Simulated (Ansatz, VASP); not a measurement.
LaScF2: VASP beside Ansatz

```
La Sc F
1.0
     3.69138    0.00000    0.00000
    -1.84569    3.19683    0.00000
     0.00000    0.00000    8.69380
La Sc F
1 1 2
Direct
  0.00000 0.00000 0.50000
  0.00000 0.00000 0.00000
  0.00000 0.00000 0.23115
  0.00000 0.00000 0.76885
```

Alike in both runs: functional PBE; k mesh 12 × 12 × 6; occupations gaussian, width 0.1 eV; no spin polarisation.

Ansatz relaxed the structure, and its values are those at the end. VASP's run is a single point on that final structure, the one shown.

|  | VASP | Ansatz |
| --- | --- | --- |
| version | VASP 6.6.1 | Ansatz 0.2.0 |
| potentials or method | VASP PAW PBE potentials, release 64 (La, Sc_sv, F_h), cutoff 910 eV | scalar-relativistic, plane waves, PAW |
| valence electrons in the cell | 36 | 36 |

Ansatz gave:

* gap on the k mesh at the Fermi level (eV): none
* rms of the force components (eV/Å): 0.003

Q: Which values does VASP return?

A: gap on the k mesh at the Fermi level (eV): none; rms of the force components (eV/Å): 0.043.

A gap of «none» marks a metal or a gap that the smearing closes. The functional is the same, so the differences come from potentials, cutoffs and numerics.

Neither program's run includes spin-orbit coupling. Noted on VASP's run: the cutoff is short for stress, so the pressure is rough.
